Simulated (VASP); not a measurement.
# SiO2 (I4/mmm) in VASP: further runs, part 2 of 2

VASP 6.6.1.

## 3. Single point, PBE

The input, INCAR:

```
ALGO     = Normal         # electronic algorithm
EDIFF    = 1E-7           # SCF threshold, eV
ENCUT    = 520            # plane-wave cutoff, eV
GGA      = PE             # functional
ISIF     = 2              # what is computed and relaxed
ISMEAR   = 0              # smearing method
LASPH    = T              # aspherical terms in the spheres
LCHARG   = F              # write CHGCAR
LREAL    = F              # projectors in reciprocal space
LWAVE    = F              # write WAVECAR
NBANDS   = 44             # bands
NELM     = 100            # most SCF steps
PREC     = Accurate       # precision mode
SIGMA    = 0.02           # smearing width, eV
```

The input, KPOINTS:

```
k-points
0
Gamma
  6 6 6
```

The input, POSCAR:

```
SiO2
1.0
   -4.5032418076      4.5032418076      2.6374980012
    4.5032418076     -4.5032418076      2.6374980012
    4.5032418076      4.5032418076     -2.6374980012
Si O
4 8
Direct
    0.6769686865      0.6769686865      0.3539373731
    0.3230313135      0.3230313135      0.6460626269
    0.3230313135      0.6769686865      0.0000000000
    0.6769686865      0.3230313135      0.0000000000
    0.5000000000      0.5000000000      0.5000000000
    0.0000000000      0.0000000000      0.5000000000
    0.5000000000      0.7095813097      0.2095813097
    0.7095813097      0.5000000000      0.2095813097
    0.2904186903      0.5000000000      0.7904186903
    0.5000000000      0.2904186903      0.7904186903
    0.0000000000      0.5000000000      0.0000000000
    0.5000000000      0.0000000000      0.0000000000
```

Potentials or basis: VASP PAW PBE potentials, release 64 (Si, O).

Run with:

```console
$ cat potpaw_PBE.64/Si/POTCAR potpaw_PBE.64/O/POTCAR > POTCAR
$ mpirun -np 1 vasp_std > vasp.out
```

OUTCAR:

```text
EDIFF = 1E-7
   ENCUT = 520
   GGA = PE
   ISIF = 2
   ISMEAR = 0
   LASPH = T
   LREAL = F
   NELM = 100
   PREC = Accurate

 ion  position               nearest neighbor table
   1  0.677  0.677  0.354-   5 1.61   6 1.61   7 1.62   8 1.62
   2  0.323  0.323  0.646-   5 1.61   6 1.61   9 1.62  10 1.62
   3  0.323  0.677  0.000-  11 1.61  12 1.61   7 1.62   9 1.62
   4  0.677  0.323  0.000-  11 1.61  12 1.61   8 1.62  10 1.62
   5  0.500  0.500  0.500-   1 1.61   2 1.61
   6  0.000  0.000  0.500-   1 1.61   2 1.61
   7  0.500  0.710  0.210-   3 1.62   1 1.62
   8  0.710  0.500  0.210-   4 1.62   1 1.62
   9  0.290  0.500  0.790-   3 1.62   2 1.62
  10  0.500  0.290  0.790-   4 1.62   2 1.62
  11  0.000  0.500  0.000-   3 1.61   4 1.61
  12  0.500  0.000  0.000-   3 1.61   4 1.61

  LATTYP: Found a body centered tetragonal cell.
 ALAT       =     9.0064836152
 C/A-ratio  =     0.5856887358

  Lattice vectors:

 A1 = (  -4.5032418076,   4.5032418076,   2.6374980012)
 A2 = (   4.5032418076,  -4.5032418076,   2.6374980012)
 A3 = (   4.5032418076,   4.5032418076,  -2.6374980012)

Analysis of symmetry for initial positions (statically):
=====================================================================
 Subroutine PRICEL returns:
 Original cell was already a primitive cell.

 Routine SETGRP: Setting up the symmetry group for a
 body centered tetragonal supercell.

 Subroutine GETGRP returns: Found 16 space group operations
 (whereof 16 operations were pure point group operations)
 out of a pool of 16 trial point group operations.

The static configuration has the point symmetry D_4h.

Analysis of symmetry for dynamics (positions and initial velocities):
=====================================================================
 Subroutine PRICEL returns:
 Original cell was already a primitive cell.

 Routine SETGRP: Setting up the symmetry group for a
 body centered tetragonal supercell.

 Subroutine GETGRP returns: Found 16 space group operations
 (whereof 16 operations were pure point group operations)
 out of a pool of 16 trial point group operations.

The dynamic configuration has the point symmetry D_4h.

 Subroutine INISYM returns: Found 16 space group operations
 (whereof 16 operations are pure point group operations),
 and found     1 'primitive' translations

----------------------------------------------------------------------------------------

                                     Primitive cell

  volume of cell :     213.9453

  direct lattice vectors                    reciprocal lattice vectors
    -4.503241808  4.503241808  2.637498001     0.000000000  0.111031124  0.189573603
     4.503241808 -4.503241808  2.637498001     0.111031124  0.000000000  0.189573603
     4.503241808  4.503241808 -2.637498001     0.111031124  0.111031124  0.000000000

  length of vectors
     6.893095768  6.893095768  6.893095768     0.219695384  0.219695384  0.157021722

  position of ions in fractional coordinates (direct lattice)
[... 79 lines left out ...]
 -0.166667 -0.333333  0.166667      8.000000
 [... further k-points ...]
   k-points           NKPTS =     30   k-points in BZ     NKDIM =     30   number of bands    NBANDS=     44
   number of dos      NEDOS =    301   number of ions     NIONS =     12
   total plane-waves  NPLWV = 157464
   dimension x,y,z NGX =    54 NGY =   54 NGZ =   54
   dimension x,y,z NGXF=   108 NGYF=  108 NGZF=  108
   ions per type =               4   8
   NGX,Y,Z   is equivalent  to a cutoff of  13.02, 13.02, 13.02 a.u.
   NGXF,Y,Z  is equivalent  to a cutoff of  26.05, 26.05, 26.05 a.u.
 SYSTEM =  unknown system
   PREC   = accura    normal or accurate (medium, high low for compatibility)
   ISTART =      0    job   : 0-new  1-cont  2-samecut
   ICHARG =      2    charge: 1-file 2-atom 10-const
   ISPIN  =      1    spin polarized calculation?
   LNONCOLLINEAR =      F non collinear calculations
   LSORBIT =      F    spin-orbit coupling
   LASPH  =      T    aspherical Exc in radial PAW
   ENCUT  =  520.0 eV  38.22 Ry    6.18 a.u.  12.82 12.82 12.82*2*pi/ulx,y,z
   NELM   =    100;   NELMIN=  2; NELMDL= -5     # of ELM steps
   EDIFF  = 0.1E-06   stopping-criterion for ELM
   LREAL  =      F    real-space projection
   EDIFFG = 0.1E-05   stopping-criterion for IOM
   NSW    =      0    number of steps for IOM
   IBRION =     -1    ionic relax: 0-MD 1-quasi-New 2-CG
   NFREE  =      0    steps in history (QN), initial steepest desc. (CG)
   ISIF   =      2    stress and relaxation
   ISYM   =      2    0-nonsym 1-usesym 2-fastsym
   POTIM  = 0.5000    time-step for ionic-motion
   TEBEG  =    0.0;   TEEND  =   0.0 temperature during run
   PSTRESS=    0.0 pullay stress
   NELECT =      64.0000    total number of electrons
   NUPDOWN=      -1.0000    fix difference up-down
   EMIN   =  10.00;   EMAX   =-10.00  energy-range for DOS
   EFERMI =   0.00;   METHOD = LEGACY
   ISMEAR =     0;   SIGMA  =   0.02  broadening in eV -4-tet -1-fermi 0-gaus
   EFERMI_NEDOS =   21; number of points for ismear=-14 and -15
   IALGO  =     38    algorithm
   IMIX   =      4    mixing-type and parameters
     AMIX     =   0.40;   BMIX     =  1.00
     AMIX_MAG =   1.60;   BMIX_MAG =  1.00
  volume/ion in A,a.u.               =      17.83       120.31
  Fermi-wavevector in a.u.,A,eV,Ry     =   1.094882  2.069027 16.310206  1.198766
  Thomas-Fermi vector in A             =   2.231195
   LORBIT       =      0    0 simple, 1 ext, 2 COOP (PROOUT), +10 PAW based schemes
   GGA     = PE    functional components
   LHFCALC =     F    Hartree Fock is set to
   AEXX    =    0.0000 exact exchange contribution
   IVDW    =     0    specifies the selected vdW correction
   LEPSILON=     F    determine dielectric tensor
   LRPA    =     F    only Hartree local field effects (RPA)
 non-spin polarized calculation
 Gauss-broadening in eV      SIGMA  =   0.02
  energy-cutoff  :      520.00
  volume of cell :      213.95
 maximum number of plane-waves:      5794
 NGX is ok and might be reduce to    54
   NGX = 25   NGY = 25   NGZ = 25

 number of electron      64.0000017 magnetization

 Free energy of the ion-electron system (eV)
  ---------------------------------------------------
  ext. energy  EPLUGINS =         0.00000000
  ---------------------------------------------------
  free energy    TOTEN  =       -94.86202747 eV

  energy without entropy =      -94.86202747  energy(sigma->0) =      -94.86202747

 E-fermi :  -1.0478     XC(G=0):  -7.2616

 val. band max:       -1.2014670126   @ k =   0.5000   0.5000   0.5000
 cond. band min:       4.1553690794   @ k =   0.0000   0.0000   0.0000
 fundamental gap:      5.3568360920
 Fermi energy:        -1.0477979325

 k-point     1 :       0.0000    0.0000    0.0000
  band No.  band energies     occupation
      1     -20.5584      2.00000
      2     -19.7099      2.00000
      3     -19.1996      2.00000
      4     -19.1996      2.00000
      5     -18.6044      2.00000
      6     -18.5826      2.00000
[... 1117 lines left out ...]
     43       9.6975      0.00000
     44       9.8108      0.00000

 [... further k-points ...]

------------------------ aborting loop because EDIFF is reached ----------------------------------------

  FORCE on cell =-STRESS in cart. coord.  units (eV):
  Direction    XX          YY          ZZ          XY          YZ          ZX
  --------------------------------------------------------------------------------------
  -------------------------------------------------------------------------------------
  Total        0.1100412      0.1100412     -0.0096839      0.0000000      0.0000000      0.0000000
  in kB        0.8240680      0.8240680     -0.0725201      0.0000000      0.0000000      0.0000000
  external PRESSURE =       0.5252053 kB  Pullay stress =       0.0000000 kB

 VOLUME and BASIS-vectors are now :
 -----------------------------------------------------------------------------
  energy-cutoff  :      520.00
  volume of cell :      213.95
      direct lattice vectors                 reciprocal lattice vectors
    -4.503241808  4.503241808  2.637498001     0.000000000  0.111031124  0.189573603
     4.503241808 -4.503241808  2.637498001     0.111031124  0.000000000  0.189573603
     4.503241808  4.503241808 -2.637498001     0.111031124  0.111031124  0.000000000

 POSITION                                       TOTAL-FORCE (eV/Angst)
 -----------------------------------------------------------------------------------
      1.59387      1.59387      2.63750         0.018047      0.018047     -0.000000
      2.90938      2.90938      0.00000        -0.018047     -0.018047      0.000000
      1.59387     -1.59387      2.63750         0.018047     -0.018047      0.000000
     -1.59387      1.59387      2.63750        -0.018047      0.018047     -0.000000
      2.25162      2.25162      1.31875         0.000000     -0.000000     -0.000000
      2.25162      2.25162     -1.31875         0.000000     -0.000000     -0.000000
      1.88759      0.00000      2.63750        -0.014864      0.000000      0.000000
      0.00000      1.88759      2.63750         0.000000     -0.014864      0.000000
      4.50324      2.61565      0.00000        -0.000000      0.014864     -0.000000
      2.61565      4.50324      0.00000         0.014864     -0.000000     -0.000000
      2.25162     -2.25162      1.31875         0.000000     -0.000000     -0.000000
     -2.25162      2.25162      1.31875        -0.000000     -0.000000     -0.000000
 -----------------------------------------------------------------------------------
    total drift:                               -0.000000      0.000000      0.000000

  FREE ENERGIE OF THE ION-ELECTRON SYSTEM (eV)
  ---------------------------------------------------
  free  energy   TOTEN  =       -94.8620274711 eV

  energy  without entropy=      -94.8620274711  energy(sigma->0) =      -94.86202747
```

Run time: 12 min. Hardware: 1 thread of Intel Xeon 8259CL, shared host; peak memory 0.51 GiB.

What came out:

```
Free energy            : -94.8620 eV
Pressure               : 0.1 GPa
Largest force          : 0.026 eV/Å
Band gap on the k mesh : 5.36 eV
```

Forces in eV/Å, atoms in the order of the input:
```
Si   0.018  0.018  0.000
Si  -0.018 -0.018  0.000
Si   0.018 -0.018  0.000
Si  -0.018  0.018  0.000
O    0.000  0.000  0.000
O    0.000  0.000  0.000
O   -0.015  0.000  0.000
O    0.000 -0.015  0.000
O    0.000  0.015  0.000
O    0.015  0.000  0.000
O    0.000  0.000  0.000
O    0.000  0.000  0.000
```

Stress tensor (GPa, compression positive):
```
 0.08  0.00  0.00
 0.00  0.08  0.00
 0.00  0.00 -0.01
```

Levels at points of the mesh, in eV from the valence-band top:
```tsv
k point	band 30	band 31	band 32	band 33	band 34	band 35
(0.00, 0.00, 0.00)	-0.66	-0.02	0.00	5.36	8.25	8.40
(0.50, 0.00, 0.00)	-0.74	-0.57	-0.25	7.51	7.69	8.59
(0.50, 0.50, 0.00)	-0.38	-0.37	-0.24	6.50	6.89	8.48
(0.50, 0.50, 0.50)	-0.19	0.00	0.00	7.44	7.44	7.56
```

A k mesh can miss the band edges.
